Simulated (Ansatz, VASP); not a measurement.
NiO in VASP and in Ansatz

```xyz
2
Lattice="0.0000 2.0719 2.0719 2.0719 0.0000 2.0719 2.0719 2.0719 0.0000" Properties=species:S:1:pos:R:3 pbc="T T T"
Ni    0.0000    0.0000    0.0000
O     2.0719    2.0719    2.0719
```

Alike in both runs: task single point; functional BLYP; dispersion D3(BJ); k mesh 11 × 11 × 11; occupations fermi-dirac, width 0.05 eV; collinear spin.

```csv
,VASP,Ansatz
version,VASP 6.6.1,Ansatz 0.2.0
potentials or method,"VASP PAW PBE potentials, release 64 (Ni_sv_GW, O)",Ansatz PAW
plane-wave cutoff (eV),700,420
valence electrons in the cell,24,24
```

Ansatz gave:

- gap on the k mesh at the Fermi level (eV): none
- pressure (GPa): 12.0
- net moment per atom (μB): 0.80
- size of the moment on the site where the two differ most (μB): 1.29

Question: Estimate VASP's values.

Answer: gap on the k mesh at the Fermi level (eV): none; pressure (GPa): 11.0; net moment per atom (μB): 0.80; size of the moment on the site where the two differ most (μB): 1.32.

VASP's potentials were made for PBE, not for BLYP. Site moments also hang on the region over which each program counts them. A gap of «none» marks a metal or a gap that the smearing closes.
